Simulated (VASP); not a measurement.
Input of a VASP 6.6.1 run:

The input POSCAR:

```
GaN
1.0
    3.1799996605      0.0000000000      0.0000000000
   -1.5899998303      2.7539604900      0.0000000000
    0.0000000000      0.0000000000      5.1660000000
Ga N
2 2
Direct
    0.3438518319      0.6719259160      0.0078888740
    0.6771851653      0.3385925826      0.5078888740
    0.3333333333      0.6666666667      0.3750000000
    0.6666666667      0.3333333333      0.8750000000
```

File INCAR.step1:

```
SYSTEM = GaN
PREC = Accurate
ENCUT = 520
ISMEAR = 0
SIGMA = 0.05
LREAL = .False.
LASPH = .True.
NELM = 80
NBANDS = 26
GGA = PE
ALGO = Normal
EDIFF = 1E-4
LWAVE = .True.
LCHARG = .False.
```

File INCAR.step2:

```
SYSTEM = GaN
PREC = Accurate
ENCUT = 520
EDIFF = 1E-7
ISMEAR = 0
SIGMA = 0.05
LREAL = .False.
LASPH = .True.
NELM = 80
ALGO = Normal
ISIF = 2
LWAVE = .False.
LCHARG = .False.
METAGGA = R2SCAN
LMIXTAU = .True.
NBANDS = 26
ISTART = 1
```

Contents of KPOINTS:

```
Automatic mesh
0
Gamma
  12 12 6
  0 0 0
```

Potentials or basis: VASP PAW PBE potentials, release 64 (Ga_d, N).

Command:

```bash
$ cat potpaw_PBE.64/Ga_d/POTCAR potpaw_PBE.64/N/POTCAR > POTCAR
$ cp INCAR.step1 INCAR
$ mpirun -np 1 vasp_std > vasp.out
$ cp INCAR.step2 INCAR
$ mpirun -np 1 vasp_std > vasp.out
```

Q: What does it give for the band gap on the k mesh?

A: 2.32 eV.

Q: Predict the largest force.

A: 0.824 eV/Å.

Forces on the atoms (eV/Å):
```
Ga  -0.281 -0.162 -0.745
Ga  -0.319 -0.184 -0.733
N    0.316  0.182  0.739
N    0.284  0.164  0.739
```

Caveat: the cell differs from its parent crystal (all Ga atoms moved -0.050 Å, as atom 1 towards its neighbour atom 2 (Ga) at 3.169 Å); the PAW data sets were made with another functional, which shifts forces and pressure a little.
